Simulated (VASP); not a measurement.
Y, 2 atoms in the cell. The structure is hexagonal, space group P6_3/mmc (No. 194). The conventional cell has a = 3.686 Å, b = 3.686 Å, c = 5.738 Å, α = 90.00°, β = 90.00°, γ = 120.00°. Within 4.7 Å of Y (site symmetry -6m2) lie 12 Y at 3.57 to 3.69 Å. 

- Program: VASP 6.6.1
- Task: single point
- Functional: BLYP
- Potentials or basis: VASP PAW PBE potentials, release 64 (Y_sv)
- Cutoff: 520 eV
- k mesh: 8 × 8 × 5
- Occupations: fermi-dirac, width 0.05 eV
- Spin: no spin polarisation
- Dipole correction: no
- Further INCAR settings: ALGO = Fast; EDIFF = 1e-07; NBANDS = 18

Potentials or basis: VASP PAW PBE potentials, release 64 (Y_sv).

Run with:

```bash
$ cat potpaw_PBE.64/Y_sv/POTCAR > POTCAR
$ mpirun -np 1 vasp_std > vasp.out
```

Hardware: 1 thread of Intel(R) Xeon(R) Platinum 8488C (Sapphire Rapids), with other jobs on the host.

Problem. How long does it take, and how much memory?

Solution. Wall time 73 s on 1 thread of Intel(R) Xeon(R) Platinum 8488C (Sapphire Rapids) (shared host), peak memory 0.21 GiB. Counts: scf iterations 22, k points 30.
